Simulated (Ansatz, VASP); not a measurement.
Two plane-wave programs on AlAs

File POSCAR:

```
AlAs
1.0
    0.0000000000      2.8304000000      2.8304000000
    2.8304000000      0.0000000000      2.8304000000
    2.8304000000      2.8304000000      0.0000000000
Al As
1 1
Direct
    0.0000000000      0.0000000000      0.0000000000
    0.2500000000      0.2500000000      0.2500000000
```

Contents of INCAR.step1:

```
  PREC = Accurate
  ENCUT = 550
  ISMEAR = 0
  SIGMA = 0.01
  LREAL = F
  LASPH = T
  NELM = 120
  NBANDS = 11
  GGA = PE
  ALGO = Normal
  EDIFF = 1E-5
  LWAVE = T
  LCHARG = F
  GGA_COMPAT = F
```

The input INCAR.step2:

```
  PREC = Accurate
  ENCUT = 550
  EDIFF = 1E-6
  ISMEAR = 0
  SIGMA = 0.01
  LREAL = F
  LASPH = T
  NELM = 120
  ALGO = Normal
  ISIF = 2
  LWAVE = F
  LCHARG = T
  METAGGA = R2SCAN
  LMIXTAU = T
  LELF = T
  LVHAR = T
  NBANDS = 11
  ISTART = 1
  GGA_COMPAT = F
```

KPOINTS

```
Automatic mesh
0
Gamma
  6 6 6
```

Input for Ansatz:

```yaml
crystal:
  lattice:
    - [0.0, 2.8304, 2.8304]
    - [2.8304, 0.0, 2.8304]
    - [2.8304, 2.8304, 0.0]
  atoms:
    - { symbol: Al, position: [0.0, 0.0, 0.0] }
    - { symbol: As, position: [0.25, 0.25, 0.25] }
basis:
  ecutwfc: 639.467576780718
kpoints:
  mp_grid:
    grid: [6, 6, 6]
hamiltonian:
  xc: r2scan
scf:
  n_extra_bands: 12
  convergence:
    dr2_threshold: 1.0e-06
  occupations:
    method: fixed
output:
  stress: true
```

Alike in both runs: task single point; functional r2SCAN; k mesh 6 × 6 × 6; no spin polarisation.

|  | VASP | Ansatz |
| --- | --- | --- |
| version | VASP 6.6.1 | Ansatz 0.2.0 |
| potentials or method | VASP PAW PBE potentials, release 64 (Al, As), cutoff 550 eV | plane waves, PAW |
| occupations | gaussian, width 0.01 eV | fixed |
| valence electrons in the cell | 8 | 18 |

|  | VASP | Ansatz | Ansatz less VASP |
| --- | --- | --- | --- |
| pressure (GPa) | 0.7 | 0.7 | +0.04 |

VASP's potentials were made for PBE, not for r2SCAN. VASP's potentials hold 8 valence electrons a cell and Ansatz's 18, so a difference there can come from the potentials and not from the codes. Ansatz's warnings: stress scf threshold loose.
